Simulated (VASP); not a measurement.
# Ge (Fd-3m) in VASP: density of states with PBEsol

Aim: the density of states of Ge with PBEsol.

All numbers are computed with VASP 6.6.1; they aren't measurements. Logs are shortened: lines on timing, memory, paths and dates and some standing lists are left out, and cuts for length are marked.

## 1. The cell of the first run

Symmetry: Fd-3m, No. 227, cubic system. Conventional cell: a = 5.727 Å, b = 5.727 Å, c = 5.727 Å, α = 90.00°, β = 90.00°, γ = 90.00°. Within 3.3 Å of Ge (site symmetry -43m) lie 4 Ge at 2.48 Å.

## 2. Density of states, PBEsol

Input file POSCAR:

```
Ge
1.0
    0.0000000000      2.8636512700      2.8636512700
    2.8636512700      0.0000000000      2.8636512700
    2.8636512700      2.8636512700      0.0000000000
Ge
2
Direct
    0.0000000000      0.0000000000      0.0000000000
    0.2500000000      0.2500000000      0.2500000000
```

Input file INCAR.step1:

```
SYSTEM = Ge
  PREC = Accurate
  ENCUT = 520
  EDIFF = 1E-7
  ISMEAR = 1
  SIGMA = 0.2122
  LREAL = .FALSE.
  LASPH = .TRUE.
  NELM = 100
  ALGO = Normal
  ISIF = 2
  LWAVE = .FALSE.
  LCHARG = .TRUE.
  GGA = PS
  NBANDS = 21
```

Input file KPOINTS.step1:

```
Automatic mesh
0
G
  10 10 10
  0 0 0
```

Input file INCAR.step2:

```
SYSTEM = Ge
  PREC = Accurate
  ENCUT = 520
  EDIFF = 1E-7
  ISMEAR = -5
  SIGMA = 0.2122
  LREAL = .FALSE.
  LASPH = .TRUE.
  NELM = 100
  ALGO = Normal
  ISIF = 2
  LWAVE = .FALSE.
  LCHARG = .FALSE.
  GGA = PS
  LORBIT = 11
  NEDOS = 2001
  ICHARG = 11
```

Input file KPOINTS.step2:

```
Automatic mesh
0
G
  15 15 15
  0 0 0
```

Potentials or basis: VASP PAW PBE potentials, release 64 (Ge_d).

Started as:

```bash
$ cat potpaw_PBE.64/Ge_d/POTCAR > POTCAR
$ cp INCAR.step1 INCAR
$ cp KPOINTS.step1 KPOINTS
$ mpirun -np 1 vasp_std > vasp.out
$ cp INCAR.step2 INCAR
$ cp KPOINTS.step2 KPOINTS
$ mpirun -np 1 vasp_std > vasp.out
```

OUTCAR:

```text
SYSTEM = Ge
   PREC = Accurate
   ENCUT = 520
   EDIFF = 1E-7
   ISMEAR = -5
   LREAL = .FALSE.
   LASPH = .TRUE.
   NELM = 100
   ISIF = 2
   GGA = PS
   LORBIT = 11
   ICHARG = 11

 ion  position               nearest neighbor table
   1  0.000  0.000  0.000-   2 2.48   2 2.48   2 2.48   2 2.48
   2  0.250  0.250  0.250-   1 2.48   1 2.48   1 2.48   1 2.48

  LATTYP: Found a face centered cubic cell.
 ALAT       =     5.7273025400

  Lattice vectors:

 A1 = (   0.0000000000,   2.8636512700,   2.8636512700)
 A2 = (   2.8636512700,   0.0000000000,   2.8636512700)
 A3 = (   2.8636512700,   2.8636512700,   0.0000000000)

Analysis of symmetry for initial positions (statically):
=====================================================================
 Subroutine PRICEL returns:
 Original cell was already a primitive cell.

 Routine SETGRP: Setting up the symmetry group for a
 face centered cubic supercell.

 Subroutine GETGRP returns: Found 48 space group operations
 (whereof 24 operations were pure point group operations)
 out of a pool of 48 trial point group operations.

The static configuration has the point symmetry T_d .
 The point group associated with its full space group is O_h .

Analysis of symmetry for dynamics (positions and initial velocities):
=====================================================================
 Subroutine PRICEL returns:
 Original cell was already a primitive cell.

 Routine SETGRP: Setting up the symmetry group for a
 face centered cubic supercell.

 Subroutine GETGRP returns: Found 48 space group operations
 (whereof 24 operations were pure point group operations)
 out of a pool of 48 trial point group operations.

The dynamic configuration has the point symmetry T_d .
 The point group associated with its full space group is O_h .

 Subroutine INISYM returns: Found 48 space group operations
 (whereof 24 operations are pure point group operations),
 and found     1 'primitive' translations

----------------------------------------------------------------------------------------

                                     Primitive cell

  volume of cell :      46.9667

  direct lattice vectors                    reciprocal lattice vectors
     0.000000000  2.863651270  2.863651270    -0.174602266  0.174602266  0.174602266
     2.863651270  0.000000000  2.863651270     0.174602266 -0.174602266  0.174602266
     2.863651270  2.863651270  0.000000000     0.174602266  0.174602266 -0.174602266

  length of vectors
     4.049814464  4.049814464  4.049814464     0.302419995  0.302419995  0.302419995

  position of ions in fractional coordinates (direct lattice)
     0.000000000  0.000000000  0.000000000
     0.250000000  0.250000000  0.250000000

  ion indices of the primitive-cell ions
   primitive index   ion index
                 1           1
                 2           2

----------------------------------------------------------------------------------------

 KPOINTS: Automatic mesh

Automatic generation of k-mesh.
 Grid dimensions read from file:
 generate k-points for:   15   15   15

 Generating k-lattice:

  Cartesian coordinates                     Fractional coordinates (reciprocal lattice)
    -0.011640151  0.011640151  0.011640151     0.066666667  0.000000000  0.000000000
     0.011640151 -0.011640151  0.011640151     0.000000000  0.066666667  0.000000000
     0.011640151  0.011640151 -0.011640151     0.000000000  0.000000000  0.066666667

  Length of vectors
     0.020161333  0.020161333  0.020161333

  Shift w.r.t. Gamma in fractional coordinates (k-lattice)
     0.000000000  0.000000000  0.000000000

 TETIRR: Found    484 inequivalent tetrahedra from    20250

 Subroutine IBZKPT returns following result:
 ===========================================

 Found    120 irreducible k-points:

 Following reciprocal coordinates:
            Coordinates               Weight
  0.000000  0.000000  0.000000      1.000000
  0.066667  0.000000  0.000000      8.000000
  0.133333  0.000000  0.000000      8.000000
  0.200000  0.000000  0.000000      8.000000
  0.266667  0.000000  0.000000      8.000000
  0.333333  0.000000  0.000000      8.000000
[... 16 lines left out ...]
  0.133333  0.133333  0.000000      6.000000
  0.200000  0.133333  0.000000     24.000000
 [... further k-points ...]
   k-points           NKPTS =    120   k-points in BZ     NKDIM =    120   number of bands    NBANDS=     18
   number of dos      NEDOS =   2001   number of ions     NIONS =      2
   total plane-waves  NPLWV =  27000
   dimension x,y,z NGX =    30 NGY =   30 NGZ =   30
   dimension x,y,z NGXF=    60 NGYF=   60 NGZF=   60
   ions per type =               2
   NGX,Y,Z   is equivalent  to a cutoff of  12.32, 12.32, 12.32 a.u.
   NGXF,Y,Z  is equivalent  to a cutoff of  24.63, 24.63, 24.63 a.u.
 SYSTEM =  Ge
   PREC   = accura    normal or accurate (medium, high low for compatibility)
   ISTART =      0    job   : 0-new  1-cont  2-samecut
   ICHARG =     11    charge: 1-file 2-atom 10-const
   ISPIN  =      1    spin polarized calculation?
   LNONCOLLINEAR =      F non collinear calculations
   LSORBIT =      F    spin-orbit coupling
   LASPH  =      T    aspherical Exc in radial PAW
   ENCUT  =  520.0 eV  38.22 Ry    6.18 a.u.   7.53  7.53  7.53*2*pi/ulx,y,z
   NELM   =    100;   NELMIN=  2; NELMDL=  0     # of ELM steps
   EDIFF  = 0.1E-06   stopping-criterion for ELM
   LREAL  =      F    real-space projection
   EDIFFG = 0.1E-05   stopping-criterion for IOM
   NSW    =      0    number of steps for IOM
   IBRION =     -1    ionic relax: 0-MD 1-quasi-New 2-CG
   NFREE  =      0    steps in history (QN), initial steepest desc. (CG)
   ISIF   =      2    stress and relaxation
   ISYM   =      2    0-nonsym 1-usesym 2-fastsym
   POTIM  = 0.5000    time-step for ionic-motion
   TEBEG  =    0.0;   TEEND  =   0.0 temperature during run
   PSTRESS=    0.0 pullay stress
   NELECT =      28.0000    total number of electrons
   NUPDOWN=      -1.0000    fix difference up-down
   EMIN   =  10.00;   EMAX   =-10.00  energy-range for DOS
   EFERMI =   0.00;   METHOD = LEGACY
   ISMEAR =    -5;   SIGMA  =   0.21  broadening in eV -4-tet -1-fermi 0-gaus
   EFERMI_NEDOS =   21; number of points for ismear=-14 and -15
   IALGO  =     38    algorithm
   IMIX   =      4    mixing-type and parameters
     AMIX     =   0.40;   BMIX     =  1.00
     AMIX_MAG =   1.60;   BMIX_MAG =  1.00
  volume/ion in A,a.u.               =      23.48       158.47
  Fermi-wavevector in a.u.,A,eV,Ry     =   1.377836  2.603732 25.829718  1.898431
  Thomas-Fermi vector in A             =   2.502952
   LORBIT       =     11    0 simple, 1 ext, 2 COOP (PROOUT), +10 PAW based schemes
   GGA     = PS    functional components
   LHFCALC =     F    Hartree Fock is set to
   AEXX    =    0.0000 exact exchange contribution
   IVDW    =     0    specifies the selected vdW correction
   LEPSILON=     F    determine dielectric tensor
   LRPA    =     F    only Hartree local field effects (RPA)
 non-spin polarized calculation
 Fermi weights with tetrahedron method with Bloechl corrections
  energy-cutoff  :      520.00
  volume of cell :       46.97
 maximum number of plane-waves:      1295
 NGX is ok and might be reduce to    30

 number of electron      27.9999992 magnetization

 Free energy of the ion-electron system (eV)
  ---------------------------------------------------
  ext. energy  EPLUGINS =         0.00000000
  ---------------------------------------------------
  free energy    TOTEN  =        -9.87237627 eV

  energy without entropy =       -9.87237627  energy(sigma->0) =       -9.87237627

 E-fermi :   4.5083     XC(G=0):  -9.9560

 val. band max:        4.5070295079   @ k =   0.0000   0.0000   0.0000
 cond. band min:       4.5070295112   @ k =   0.0000   0.0000   0.0000
 fundamental gap:      0.0000000033
 Fermi energy:         4.5083254925

 k-point     1 :       0.0000    0.0000    0.0000
  band No.  band energies     occupation
      1     -20.2029      2.00000
      2     -20.2029      2.00000
      3     -20.2029      2.00000
      4     -20.1685      2.00000
      5     -20.1685      2.00000
      6     -19.9761      2.00000
[... 10 lines left out ...]
     17       7.0320      0.00000
     18       7.0320      0.00000

 k-point     2 :       0.0667    0.0000    0.0000
  band No.  band energies     occupation
      1     -20.2055      2.00000
      2     -20.2055      2.00000
      3     -20.2022      2.00000
      4     -20.1650      2.00000
      5     -20.1650      2.00000
      6     -19.9808      2.00000
[... 10 lines left out ...]
     17       7.1734      0.00000
     18       7.2373      0.00000

 k-point     3 :       0.1333    0.0000    0.0000
  band No.  band energies     occupation
      1     -20.2109      2.00000
      2     -20.2109      2.00000
      3     -20.2003      2.00000
      4     -20.1572      2.00000
      5     -20.1572      2.00000
      6     -19.9884      2.00000
[... 10 lines left out ...]
     17       7.5093      0.00000
     18       7.9685      0.00000

 k-point     4 :       0.2000    0.0000    0.0000
  band No.  band energies     occupation
      1     -20.2162      2.00000
      2     -20.2162      2.00000
      3     -20.1974      2.00000
      4     -20.1485      2.00000
      5     -20.1485      2.00000
      6     -19.9956      2.00000
[... 375 lines left out ...]
      4     -20.1621      2.00000
      5     -20.1582      2.00000
      6     -19.9898      2.00000
[... 10 lines left out ...]
     17       7.2308      0.00000
     18       7.8774      0.00000

 k-point    23 :       0.1333    0.1333    0.0000
  band No.  band energies     occupation
      1     -20.2096      2.00000
      2     -20.2088      2.00000
      3     -20.2088      2.00000
      4     -20.1593      2.00000
      5     -20.1450      2.00000
      6     -20.0105      2.00000
[... 10 lines left out ...]
     17       8.2994      0.00000
     18       8.2994      0.00000

 k-point    24 :       0.2000    0.1333    0.0000
  band No.  band energies     occupation
      1     -20.2165      2.00000
      2     -20.2125      2.00000
      3     -20.2050      2.00000
      4     -20.1531      2.00000
      5     -20.1350      2.00000
      6     -20.0215      2.00000
[... 10 lines left out ...]
     17       8.7773      0.00000
     18       8.8934      0.00000

 [... further k-points ...]
[... 5 lines left out ...]
  --------------------------------------------------------------------------------------
  -------------------------------------------------------------------------------------
  Total       -0.5244118     -0.5244118     -0.5244118     -0.0000000      0.0000000      0.0000000
  in kB      -17.8892721    -17.8892721    -17.8892721     -0.0000000      0.0000000      0.0000000
  external PRESSURE =     -17.8892721 kB  Pullay stress =       0.0000000 kB

 VOLUME and BASIS-vectors are now :
 -----------------------------------------------------------------------------
  energy-cutoff  :      520.00
  volume of cell :       46.97
      direct lattice vectors                 reciprocal lattice vectors
     0.000000000  2.863651270  2.863651270    -0.174602266  0.174602266  0.174602266
     2.863651270  0.000000000  2.863651270     0.174602266 -0.174602266  0.174602266
     2.863651270  2.863651270  0.000000000     0.174602266  0.174602266 -0.174602266

 POSITION                                       TOTAL-FORCE (eV/Angst)
 -----------------------------------------------------------------------------------
      0.00000      0.00000      0.00000        -0.000000      0.000000      0.000000
      1.43183      1.43183      1.43183         0.000000     -0.000000     -0.000000
 -----------------------------------------------------------------------------------
    total drift:                               -0.000000      0.000000      0.000000

  FREE ENERGIE OF THE ION-ELECTRON SYSTEM (eV)
  ---------------------------------------------------
  free  energy   TOTEN  =        -9.8723762682 eV

  energy  without entropy=       -9.8723762682  energy(sigma->0) =       -9.87237627

 total charge

# of ion       s       p       d       tot
------------------------------------------
    1        1.133   1.221  10.019  12.372
    2        1.133   1.221  10.019  12.372
--------------------------------------------------
tot          2.265   2.441  20.038  24.744
```

Wall time 49 s (1 thread of Intel Xeon 6975P-C (Granite Rapids), shared host); peak memory 0.2 GiB.

Results:

* Valence electrons inside the program's atomic spheres: Ge 12.37

Caveat: the PAW data sets were made with another functional, which shifts forces and pressure a little; tetrahedron occupations give inexact forces and stress in metals.
